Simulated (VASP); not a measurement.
# RbBr (Pm-3m) in VASP: a series of runs, part 2 of 2

VASP 6.6.1. Earlier steps stand in the parts before.

### 3 Relaxation of cell and atoms, r2SCAN

Contents of POSCAR:

```
RbBr
1.0
    4.1929020877      0.0000000000      0.0000000000
    0.0000000000      4.1929020877      0.0000000000
    0.0000000000      0.0000000000      4.1929020877
Rb Br
1 1
Direct
    0.0000000000      0.0000000000      0.0000000000
    0.5000000000      0.5000000000      0.5000000000
```

Contents of INCAR.step1:

```
ALGO = Normal
EDIFF = 1E-4
ENCUT = 600
GGA = PE
ISMEAR = -1
LASPH = T
LCHARG = F
LREAL = F
LWAVE = T
NELM = 80
PREC = Accurate
SIGMA = 0.02
```

Contents of INCAR.step2:

```
ALGO = Normal
EDIFF = 1E-7
EDIFFG = -0.005
ENCUT = 600
IBRION = 2
ISIF = 3
ISMEAR = -1
ISTART = 1
LASPH = T
LCHARG = F
LMIXTAU = T
LREAL = F
LWAVE = F
METAGGA = R2SCAN
NELM = 80
NSW = 80
PREC = Accurate
SIGMA = 0.02
```

Contents of KPOINTS:

```
k-points
0
Gamma
  6 6 6
```

Potentials or basis: VASP PAW PBE potentials, release 64 (Rb_sv, Br).

On the command line:

```console
cat potpaw_PBE.64/Rb_sv/POTCAR potpaw_PBE.64/Br/POTCAR > POTCAR
cp INCAR.step1 INCAR
mpirun -np 1 vasp_std > vasp.out
cp INCAR.step2 INCAR
mpirun -np 1 vasp_std > vasp.out
```

OUTCAR:

```text
EDIFF = 1E-7
   EDIFFG = -0.005
   ENCUT = 600
   IBRION = 2
   ISIF = 3
   ISMEAR = -1
   ISTART = 1
   LASPH = T
   LREAL = F
   METAGGA = R2SCAN
   NELM = 80
   NSW = 80
   PREC = Accurate

 ion  position               nearest neighbor table
   1  0.000  0.000  0.000-   2 3.63   2 3.63   2 3.63   2 3.63   2 3.63   2 3.63   2 3.63   2 3.63

   2  0.500  0.500  0.500-   1 3.63   1 3.63   1 3.63   1 3.63   1 3.63   1 3.63   1 3.63   1 3.63

  LATTYP: Found a simple cubic cell.
 ALAT       =     4.1929020877

  Lattice vectors:

 A1 = (   4.1929020877,   0.0000000000,   0.0000000000)
[... 180 lines left out ...]
  -------------------------------------------------------------------------------------
  Total       -0.3226217     -0.3226217     -0.3226217      0.0000000      0.0000000     -0.0000000
  in kB       -7.0122917     -7.0122917     -7.0122917      0.0000000      0.0000000     -0.0000000
  external PRESSURE =      -7.0122917 kB  Pullay stress =       0.0000000 kB
[... 95 lines left out ...]
--------------------------------------- Ionic step        4  -------------------------------------------

 number of electron      16.0000001 magnetization

 Free energy of the ion-electron system (eV)
  ---------------------------------------------------
  ext. energy  EPLUGINS =         0.00000000
  ---------------------------------------------------
  free energy    TOTEN  =       -31.11115329 eV

  energy without entropy =      -31.11115329  energy(sigma->0) =      -31.11115329

 E-fermi :  -0.5919     XC(G=0):  -8.3148

 val. band max:       -1.0627656049   @ k =   0.5000   0.5000   0.0000
 cond. band min:       3.7605020815   @ k =   0.0000   0.0000   0.0000
 fundamental gap:      4.8232676864
 Fermi energy:        -0.5918854811

 k-point     1 :       0.0000    0.0000    0.0000
  band No.  band energies     occupation
      1     -26.9533      2.00000
      2     -14.1152      2.00000
      3     -10.3911      2.00000
      4     -10.3911      2.00000
      5     -10.3911      2.00000
      6      -1.2167      2.00000
      7      -1.2167      2.00000
      8      -1.2167      2.00000
      9       3.7605      0.00000
     10       5.0572      0.00000
     11       5.0572      0.00000
     12       9.6539      0.00000
[... 312 lines left out ...]
  FREE ENERGIE OF THE ION-ELECTRON SYSTEM (eV)
  ---------------------------------------------------
  free  energy   TOTEN  =       -31.1111532879 eV

  energy  without entropy=      -31.1111532879  energy(sigma->0) =      -31.11115329

 reached required accuracy - stopping structural energy minimisation
```

OUTCAR.step1:

```text
EDIFF = 1E-4
   ENCUT = 600
   GGA = PE
   ISMEAR = -1
   LASPH = T
   LREAL = F
[... 513 lines left out ...]
 -----------------------------------------------------------------------------------
      0.00000      0.00000      0.00000         0.000000      0.000000      0.000000
      2.09645      2.09645      2.09645         0.000000      0.000000      0.000000
 -----------------------------------------------------------------------------------
    total drift:                                0.000000      0.000000      0.000000

  FREE ENERGIE OF THE ION-ELECTRON SYSTEM (eV)
  ---------------------------------------------------
  free  energy   TOTEN  =        -6.0051299734 eV

  energy  without entropy=       -6.0051299734  energy(sigma->0) =       -6.00512997
```

Run time: 6.2 min. Hardware: 1 thread of Intel Xeon 8259CL, shared host; peak memory 0.24 GiB.

Results:

```
Free energy                           : -31.1112 eV
Relaxed volume                        : 35.21 Å³/atom
Relaxed cell                          : a = 4.129 Å, b = 4.129 Å, c = 4.129 Å, α = 90.00°, β = 90.00°, γ = 90.00°
Space group after relaxing (to 0.1 Å) : Pm-3m (No. 221)
Energy gained by relaxing             : 3.8 meV/atom
Ionic steps                           : 4
Pressure after relaxing               : 0.0 GPa
Band gap on the k mesh                : 4.82 eV (least direct gap 4.98 eV)
```

The path:
| step | energy change (eV) | largest force (eV/Å) | pressure (GPa) | volume (Å³) |
| --- | --- | --- | --- | --- |
| 1 | 0.0000 | 0.0000 | -0.70 | 73.71 |
| 2 | -0.0057 | 0.0000 | -0.36 | 72.01 |
| 3 | -0.0076 | 0.0000 | -0.03 | 70.53 |
| 4 | -0.0076 | 0.0000 | 0.01 | 70.42 |

Final structure:
```
CELL_PARAMETERS angstrom
4.12942 0.00000 0.00000
0.00000 4.12942 0.00000
0.00000 0.00000 4.12942
ATOMIC_POSITIONS crystal
Rb 0.00000 0.00000 0.00000
Br 0.50000 0.50000 0.50000
```

Levels at points of the mesh, in eV from the valence-band top:
```csv
k point,band 6,band 7,band 8,band 9,band 10,band 11
"(0.00, 0.00, 0.00)",-0.15,-0.15,-0.15,4.82,6.12,6.12
"(0.50, 0.00, 0.00)",-1.70,-0.22,-0.22,7.46,7.80,8.35
"(0.50, 0.50, 0.00)",-1.06,-1.06,0.00,5.93,6.91,8.67
"(0.50, 0.50, 0.50)",-1.33,-1.33,-1.33,8.87,8.87,8.87
```

Caveat: the PAW data sets were made with another functional, which shifts forces and pressure a little. A k mesh can miss the band edges.
